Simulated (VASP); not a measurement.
# NiO (Fm-3m) in VASP: notebook

Aim: see how the results for NiO move with the level of theory and the settings. Levels: r2SCAN, LDA, PBEsol, RPBE. Tasks: single point, relaxation of cell and atoms.

Everything below comes from runs of VASP 6.6.1. Logs are shortened: lines on timing, memory, paths and dates and some standing lists are left out, and cuts for length are marked.

## Step 1: The cell of the first run

Symmetry: Fm-3m, No. 225, cubic system. Conventional cell: a = 4.188 Å, b = 4.188 Å, c = 4.188 Å, α = 90.00°, β = 90.00°, γ = 90.00°. Ni (site symmetry m-3m) has 6 O at 2.09 Å within 2.8 Å. O (site symmetry m-3m) has 6 Ni at 2.09 Å within 2.8 Å.

## Step 2: Single point, r2SCAN, collinear spin, ferromagnetic start

POSCAR

```
NiO
1.0
    0.0000000000      2.0942166187      2.0942166187
    2.0942166187      0.0000000000      2.0942166187
    2.0942166187      2.0942166187      0.0000000000
Ni O
1 1
Direct
    0.0000000000      0.0000000000      0.0000000000
    0.5000000000      0.5000000000      0.5000000000
```

INCAR.step1

```
PREC     = Accurate       # precision mode
ENCUT    = 520            # plane-wave cutoff, eV
ISMEAR   = -1             # smearing method
SIGMA    = 0.05           # smearing width, eV
LREAL    = F              # projectors in reciprocal space
LASPH    = T              # aspherical terms in the spheres
NELM     = 150            # most SCF steps
ISPIN    = 2              # spin polarisation
MAGMOM   = 1 0            # initial moments
LMAXMIX  = 4              # l up to which the mixer works
NBANDS   = 19             # bands
GGA      = PE             # functional
ALGO     = Normal         # electronic algorithm
EDIFF    = 1E-4           # SCF threshold, eV
LWAVE    = T              # write WAVECAR
LCHARG   = F              # write CHGCAR
```

INCAR.step2

```
PREC     = Accurate       # precision mode
ENCUT    = 520            # plane-wave cutoff, eV
EDIFF    = 1E-6           # SCF threshold, eV
ISMEAR   = -1             # smearing method
SIGMA    = 0.05           # smearing width, eV
LREAL    = F              # projectors in reciprocal space
LASPH    = T              # aspherical terms in the spheres
NELM     = 150            # most SCF steps
ALGO     = Normal         # electronic algorithm
ISIF     = 2              # what is computed and relaxed
LWAVE    = F              # write WAVECAR
LCHARG   = F              # write CHGCAR
ISPIN    = 2              # spin polarisation
MAGMOM   = 1 0            # initial moments
LORBIT   = 11             # projections on sites
LMAXMIX  = 4              # l up to which the mixer works
METAGGA  = R2SCAN         # meta-GGA
LMIXTAU  = T            
NBANDS   = 19             # bands
ISTART   = 1
```

KPOINTS

```
regular mesh
0
Gamma
  11 11 11
```

Potentials or basis: VASP PAW PBE potentials, release 64 (Ni, O).

On the command line:

```bash
$ cat potpaw_PBE.64/Ni/POTCAR potpaw_PBE.64/O/POTCAR > POTCAR
$ cp INCAR.step1 INCAR
$ mpirun -np 1 vasp_std > vasp.out
$ cp INCAR.step2 INCAR
$ mpirun -np 1 vasp_std > vasp.out
```

OUTCAR:

```text
PREC = Accurate
   ENCUT = 520
   EDIFF = 1E-6
   ISMEAR = -1
   LREAL = F
   LASPH = T
   NELM = 150
   ISIF = 2
   ISPIN = 2
   LORBIT = 11
   METAGGA = R2SCAN
   ISTART = 1

 ion  position               nearest neighbor table
   1  0.000  0.000  0.000-   2 2.09   2 2.09   2 2.09   2 2.09   2 2.09   2 2.09
   2  0.500  0.500  0.500-   1 2.09   1 2.09   1 2.09   1 2.09   1 2.09   1 2.09

  LATTYP: Found a face centered cubic cell.
 ALAT       =     4.1884332374

  Lattice vectors:

 A1 = (   0.0000000000,   2.0942166187,   2.0942166187)
 A2 = (   2.0942166187,   0.0000000000,   2.0942166187)
 A3 = (   2.0942166187,   2.0942166187,   0.0000000000)

Analysis of symmetry for initial positions (statically):
=====================================================================
 Subroutine PRICEL returns:
 Original cell was already a primitive cell.

 Routine SETGRP: Setting up the symmetry group for a
 face centered cubic supercell.

 Subroutine GETGRP returns: Found 48 space group operations
 (whereof 48 operations were pure point group operations)
 out of a pool of 48 trial point group operations.

The static configuration has the point symmetry O_h .

Analysis of symmetry for dynamics (positions and initial velocities):
=====================================================================
 Subroutine PRICEL returns:
 Original cell was already a primitive cell.

 Routine SETGRP: Setting up the symmetry group for a
 face centered cubic supercell.

 Subroutine GETGRP returns: Found 48 space group operations
 (whereof 48 operations were pure point group operations)
 out of a pool of 48 trial point group operations.

The dynamic configuration has the point symmetry O_h .

Analysis of structural, dynamic, and magnetic symmetry:
=====================================================================
 Subroutine PRICEL returns:
 Original cell was already a primitive cell.

 Routine SETGRP: Setting up the symmetry group for a
 face centered cubic supercell.

 Subroutine GETGRP returns: Found 48 space group operations
 (whereof 48 operations were pure point group operations)
 out of a pool of 48 trial point group operations.

The overall configuration has the point symmetry O_h .

 Subroutine INISYM returns: Found 48 space group operations
 (whereof 48 operations are pure point group operations),
 and found     1 'primitive' translations

----------------------------------------------------------------------------------------

                                     Primitive cell

  volume of cell :      18.3694

  direct lattice vectors                    reciprocal lattice vectors
     0.000000000  2.094216619  2.094216619    -0.238752761  0.238752761  0.238752761
     2.094216619  0.000000000  2.094216619     0.238752761 -0.238752761  0.238752761
     2.094216619  2.094216619  0.000000000     0.238752761  0.238752761 -0.238752761

  length of vectors
     2.961669545  2.961669545  2.961669545     0.413531913  0.413531913  0.413531913

  position of ions in fractional coordinates (direct lattice)
     0.000000000  0.000000000  0.000000000
     0.500000000  0.500000000  0.500000000

  ion indices of the primitive-cell ions
   primitive index   ion index
                 1           1
                 2           2

----------------------------------------------------------------------------------------

 KPOINTS: regular mesh

Automatic generation of k-mesh.
 Grid dimensions read from file:
 generate k-points for:   11   11   11

 Generating k-lattice:

  Cartesian coordinates                     Fractional coordinates (reciprocal lattice)
    -0.021704796  0.021704796  0.021704796     0.090909091  0.000000000  0.000000000
     0.021704796 -0.021704796  0.021704796     0.000000000  0.090909091  0.000000000
     0.021704796  0.021704796 -0.021704796     0.000000000  0.000000000  0.090909091

  Length of vectors
     0.037593810  0.037593810  0.037593810

  Shift w.r.t. Gamma in fractional coordinates (k-lattice)
     0.000000000  0.000000000  0.000000000

 Subroutine IBZKPT returns following result:
 ===========================================

 Found     56 irreducible k-points:

 Following reciprocal coordinates:
            Coordinates               Weight
  0.000000  0.000000  0.000000      1.000000
  0.090909  0.000000  0.000000      8.000000
  0.181818  0.000000  0.000000      8.000000
  0.272727  0.000000  0.000000      8.000000
  0.363636  0.000000  0.000000      8.000000
  0.454545  0.000000  0.000000      8.000000
[... 16 lines left out ...]
 -0.272727  0.181818  0.000000     24.000000
 -0.181818  0.181818  0.000000     12.000000
 [... further k-points ...]
   k-points           NKPTS =     56   k-points in BZ     NKDIM =     56   number of bands    NBANDS=     19
   number of dos      NEDOS =    301   number of ions     NIONS =      2
   total plane-waves  NPLWV =  13824
   dimension x,y,z NGX =    24 NGY =   24 NGZ =   24
   dimension x,y,z NGXF=    48 NGYF=   48 NGZF=   48
   ions per type =               1   1
   NGX,Y,Z   is equivalent  to a cutoff of  13.47, 13.47, 13.47 a.u.
   NGXF,Y,Z  is equivalent  to a cutoff of  26.94, 26.94, 26.94 a.u.
 SYSTEM =  unknown system
   PREC   = accura    normal or accurate (medium, high low for compatibility)
   ISTART =      1    job   : 0-new  1-cont  2-samecut
   ICHARG =      0    charge: 1-file 2-atom 10-const
   ISPIN  =      2    spin polarized calculation?
   LNONCOLLINEAR =      F non collinear calculations
   LSORBIT =      F    spin-orbit coupling
   LASPH  =      T    aspherical Exc in radial PAW
   ENCUT  =  520.0 eV  38.22 Ry    6.18 a.u.   5.51  5.51  5.51*2*pi/ulx,y,z
   NELM   =    150;   NELMIN=  2; NELMDL=  0     # of ELM steps
   EDIFF  = 0.1E-05   stopping-criterion for ELM
   LREAL  =      F    real-space projection
   EDIFFG = 0.1E-04   stopping-criterion for IOM
   NSW    =      0    number of steps for IOM
   IBRION =     -1    ionic relax: 0-MD 1-quasi-New 2-CG
   NFREE  =      0    steps in history (QN), initial steepest desc. (CG)
   ISIF   =      2    stress and relaxation
   ISYM   =      2    0-nonsym 1-usesym 2-fastsym
   POTIM  = 0.5000    time-step for ionic-motion
   TEBEG  =    0.0;   TEEND  =   0.0 temperature during run
   PSTRESS=    0.0 pullay stress
   NELECT =      16.0000    total number of electrons
   NUPDOWN=      -1.0000    fix difference up-down
   EMIN   =  10.00;   EMAX   =-10.00  energy-range for DOS
   EFERMI =   0.00;   METHOD = LEGACY
   ISMEAR =    -1;   SIGMA  =   0.05  broadening in eV -4-tet -1-fermi 0-gaus
   EFERMI_NEDOS =   21; number of points for ismear=-14 and -15
   IALGO  =     38    algorithm
   IMIX   =      4    mixing-type and parameters
     AMIX     =   0.40;   BMIX     =  1.00
     AMIX_MAG =   1.60;   BMIX_MAG =  1.00
  volume/ion in A,a.u.               =       9.18        61.98
  Fermi-wavevector in a.u.,A,eV,Ry     =   1.563447  2.954487 33.257635  2.444367
  Thomas-Fermi vector in A             =   2.666217
   LORBIT       =     11    0 simple, 1 ext, 2 COOP (PROOUT), +10 PAW based schemes
   METAGGA = R2SCAN    functional components
   LHFCALC =     F    Hartree Fock is set to
   AEXX    =    0.0000 exact exchange contribution
   IVDW    =     0    specifies the selected vdW correction
   LEPSILON=     F    determine dielectric tensor
   LRPA    =     F    only Hartree local field effects (RPA)
 spin polarized calculation
  energy-cutoff  :      520.00
  volume of cell :       18.37
 maximum number of plane-waves:       531
 NGX is ok and might be reduce to    24
   NGX = 11   NGY = 11   NGZ = 11

 number of electron      16.0000007 magnetization       2.0000230

 Free energy of the ion-electron system (eV)
  ---------------------------------------------------
  ext. energy  EPLUGINS =         0.00000000
  ---------------------------------------------------
  free energy    TOTEN  =       -20.11092786 eV

  energy without entropy =      -20.11092360  energy(sigma->0) =      -20.11092573

 E-fermi :   7.7845     XC(G=0): -13.3534

 val. band max:        7.3489263116   @ k =   0.4545   0.0000   0.0000
 cond. band min:       8.1255752214   @ k =   0.0000   0.0000   0.0000
 fundamental gap:      0.7766489098
 Fermi energy:         7.7844780786

 spin component 1

 k-point     1 :       0.0000    0.0000    0.0000
  band No.  band energies     occupation
      1     -13.6167      1.00000
      2       3.4184      1.00000
      3       3.4184      1.00000
      4       4.3108      1.00000
      5       4.3109      1.00000
      6       4.3109      1.00000
[... 11 lines left out ...]
     18      34.1357      0.00000
     19      34.1359      0.00000

 k-point     2 :       0.0909    0.0000    0.0000
  band No.  band energies     occupation
      1     -13.5260      1.00000
      2       3.0279      1.00000
      3       3.0280      1.00000
      4       3.6144      1.00000
      5       4.2862      1.00000
      6       4.2863      1.00000
[... 476 lines left out ...]
 k-point    24 :      -0.1818    0.1818    0.0000
  band No.  band energies     occupation
      1     -12.8253      1.00000
      2       0.7899      1.00000
      3       1.5434      1.00000
      4       2.5862      1.00000
      5       4.1243      1.00000
      6       4.6106      1.00000
[... 11 lines left out ...]
     18      39.3090      0.00000
     19      40.4417      0.00000

 [... further k-points ...]

 spin component 2

 k-point     1 :       0.0000    0.0000    0.0000
  band No.  band energies     occupation
      1     -13.0849      1.00000
      2       5.1956      1.00000
      3       5.1959      1.00000
      4       5.1960      1.00000
      5       5.3180      1.00000
      6       5.3181      1.00000
[... 11 lines left out ...]
     18      35.1497      0.00000
     19      35.1505      0.00000

 k-point     2 :       0.0909    0.0000    0.0000
  band No.  band energies     occupation
      1     -12.9893      1.00000
      2       4.3156      1.00000
      3       4.8375      1.00000
      4       4.8376      1.00000
      5       5.4634      1.00000
      6       5.4635      1.00000
[... 476 lines left out ...]
 k-point    24 :      -0.1818    0.1818    0.0000
  band No.  band energies     occupation
      1     -12.2432      1.00000
      2       1.6307      1.00000
      3       3.2209      1.00000
      4       3.6469      1.00000
      5       5.5236      1.00000
      6       6.1501      1.00000
[... 11 lines left out ...]
     18      40.0320      0.00000
     19      40.8844      0.00000

 [... further k-points ...]
[... 5 lines left out ...]
  --------------------------------------------------------------------------------------
  -------------------------------------------------------------------------------------
  Total        0.0135276      0.0135276      0.0135276     -0.0000000     -0.0000000      0.0000000
  in kB        1.1798727      1.1798727      1.1798727     -0.0000000     -0.0000000      0.0000000
  external PRESSURE =       1.1798727 kB  Pullay stress =       0.0000000 kB

 VOLUME and BASIS-vectors are now :
 -----------------------------------------------------------------------------
  energy-cutoff  :      520.00
  volume of cell :       18.37
      direct lattice vectors                 reciprocal lattice vectors
     0.000000000  2.094216619  2.094216619    -0.238752761  0.238752761  0.238752761
     2.094216619  0.000000000  2.094216619     0.238752761 -0.238752761  0.238752761
     2.094216619  2.094216619  0.000000000     0.238752761  0.238752761 -0.238752761

 POSITION                                       TOTAL-FORCE (eV/Angst)
 -----------------------------------------------------------------------------------
      0.00000      0.00000      0.00000        -0.000000     -0.000000     -0.000000
      2.09422      2.09422      2.09422         0.000000      0.000000      0.000000
 -----------------------------------------------------------------------------------
    total drift:                                0.000000     -0.000000     -0.000000

  FREE ENERGIE OF THE ION-ELECTRON SYSTEM (eV)
  ---------------------------------------------------
  free  energy   TOTEN  =       -20.1109278562 eV

  energy  without entropy=      -20.1109235989  energy(sigma->0) =      -20.11092573

 total charge

# of ion       s       p       d       tot
------------------------------------------
    1        0.334   0.413   8.167   8.913
    2        1.555   3.491   0.000   5.045
--------------------------------------------------
tot          1.889   3.903   8.167  13.959

 magnetization (x)

# of ion       s       p       d       tot
------------------------------------------
    1        0.011   0.012   1.671   1.693
    2        0.028   0.248   0.000   0.276
--------------------------------------------------
tot          0.039   0.259   1.671   1.969
```

It took 6.6 min on 1 thread of AMD EPYC 7R13, shared host; peak memory 0.15 GiB.

What came out:

* Free energy: -20.1109 eV
* Pressure: 0.1 GPa
* Band gap on the k mesh: 0.78 eV, indirect (least direct gap 1.71 eV)
* Net moment: 2.00 μB per cell
* Site moments: Ni +1.69; O +0.28 μB
* Valence electrons inside the program's atomic spheres: Ni 8.91; O 5.04

Caveat: the PAW data sets were made with another functional, which shifts forces and pressure a little; a cell with one magnetic atom can't hold antiferromagnetic order, which such compounds often take.

## Step 3: Relaxation of cell and atoms, LDA, collinear spin, ferromagnetic start

This run uses another cell than the first one, of 9.08 Å³/atom, 0.988 times its volume.

INCAR

```
SYSTEM = NiO
ALGO = Normal ; EDIFF = 1E-6
EDIFFG = -0.01 ; ENCUT = 600
GGA = CA ; IBRION = 2
ISIF = 3 ; ISMEAR = -1
ISPIN = 2 ; LASPH = .TRUE.
LCHARG = .FALSE. ; LMAXMIX = 4
LORBIT = 11 ; LREAL = .FALSE.
LWAVE = .FALSE. ; MAGMOM = 1 0
NELM = 150 ; NSW = 60
PREC = Accurate ; SIGMA = 0.05
```

KPOINTS

```
k-points
0
G
  11 11 11
  0 0 0
```

POSCAR

```
NiO
1.0
    0.0000000000      2.0859016414      2.0859016414
    2.0859016414      0.0000000000      2.0859016414
    2.0859016414      2.0859016414      0.0000000000
Ni O
1 1
Direct
    0.0000000000      0.0000000000      0.0000000000
    0.5000000000      0.5000000000      0.5000000000
```

Potentials or basis: VASP PAW LDA potentials, release 64 (Ni, O).

On the command line:

```bash
$ cat potpaw_LDA.64/Ni/POTCAR potpaw_LDA.64/O/POTCAR > POTCAR
$ mpirun -np 1 vasp_std > vasp.out
```

Wall time 3.3 min (1 thread of AMD EPYC 7R13, shared host); peak memory 0.13 GiB.

Results (log left out):

- Free energy: -13.4062 eV
- Relaxed volume: 8.26 Å³/atom
- Relaxed cell: a = 2.859 Å, b = 2.859 Å, c = 2.859 Å, α = 60.00°, β = 60.00°, γ = 60.00°
- Space group after relaxing (to 0.05 Å): Fm-3m (No. 225)
- Energy gained by relaxing: 54.6 meV/atom
- Ionic steps: 4
- Pressure after relaxing: 0.2 GPa
- Net moment: 0.28 μB per cell
- Site moments: Ni +0.23; O +0.04 μB
- Valence electrons inside the program's atomic spheres: Ni 9.27; O 4.95

The path:
```
step  energy change (eV)  largest force (eV/Å)  pressure (GPa)  volume (Å³)
   1              0.0000                0.0000          -19.89        18.15
   2             -0.0273                0.0000           23.66        15.35
   3             -0.1092                0.0000           -0.27        16.56
   4             -0.1092                0.0000            0.19        16.53
```

Final structure:
```yaml
crystal:
  lattice:
    - [0.00000, 2.02165, 2.02165]
    - [2.02165, 0.00000, 2.02165]
    - [2.02165, 2.02165, 0.00000]
  atoms:
    - { symbol: Ni, position: [0.00000, 0.00000, 0.00000] }
    - { symbol: O, position: [0.50000, 0.50000, 0.50000] }
```

Levels at points of the mesh, in eV from the Fermi level:
Spin up:
| k point | band 4 | band 5 | band 6 | band 7 | band 8 | band 9 | band 10 | band 11 | band 12 | band 13 |
| --- | --- | --- | --- | --- | --- | --- | --- | --- | --- | --- |
| (0.00, 0.00, 0.00) | -3.55 | -2.25 | -2.25 | -2.25 | -2.06 | -2.06 | 2.23 | 18.00 | 19.72 | 19.72 |
Spin down:
| k point | band 4 | band 5 | band 6 | band 7 | band 8 | band 9 | band 10 | band 11 | band 12 | band 13 |
| --- | --- | --- | --- | --- | --- | --- | --- | --- | --- | --- |
| (0.00, 0.00, 0.00) | -3.47 | -2.09 | -2.09 | -2.09 | -1.75 | -1.75 | 2.28 | 18.00 | 19.78 | 19.78 |

Caveat: semilocal functionals often make such compounds metallic where correlation or magnetic order opens a gap, which also shifts bond lengths. Zero-point motion and thermal expansion aren't in these numbers.

[end of part 1 of 2]
